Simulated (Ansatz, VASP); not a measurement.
# One calculation of SnSe, two programs

```xyz
8
Lattice="11.4200 0.0000 0.0000 0.0000 4.1900 0.0000 0.0000 0.0000 4.4600" Properties=species:S:1:pos:R:3 pbc="T T T"
Sn    9.9961    3.1431    4.0582
Sn    7.1440    1.0290    1.8334
Sn    4.2581    3.1391    2.6520
Sn    1.4453    1.1000    0.3812
Se    7.3635    3.1976    4.4100
Se    9.7741    1.0875    2.1606
Se    1.6325    3.1615    2.2706
Se    4.1168    0.9694    0.0521
```

Change from the starting cell: atoms moved at random, drawn with an rms of 0.05 Å.

Alike in both runs: task single point; functional PBE; k mesh 3 × 6 × 6; occupations fermi-dirac, width 0.05 eV; no spin polarisation.

|  | VASP | Ansatz |
| --- | --- | --- |
| version | VASP 6.6.1 | Ansatz 0.2.0 |
| potentials or method | VASP PAW PBE potentials, release 64 (Sn_d, Se), cutoff 520 eV | all-electron LAPW, scalar-relativistic |

VASP gave:

```
gap on the k mesh at the Fermi level (eV)                     : 0.59
least direct gap on the mesh (eV)                             : 0.73
pressure (GPa)                                                : 3.2
traceless stress, the component that is largest in VASP (GPa) : 2.26
rms of the force components (eV/Å)                            : 0.301
```

Which values does Ansatz return?

gap on the k mesh at the Fermi level (eV): 0.60; least direct gap on the mesh (eV): 0.75; pressure (GPa): 3.1; traceless stress, the component that is largest in VASP (GPa): 2.23; rms of the force components (eV/Å): 0.291.

Atom by atom the forces differ by 0.011 eV/Å (rms over components). Ansatz ran all-electron here, and VASP with PAW potentials.
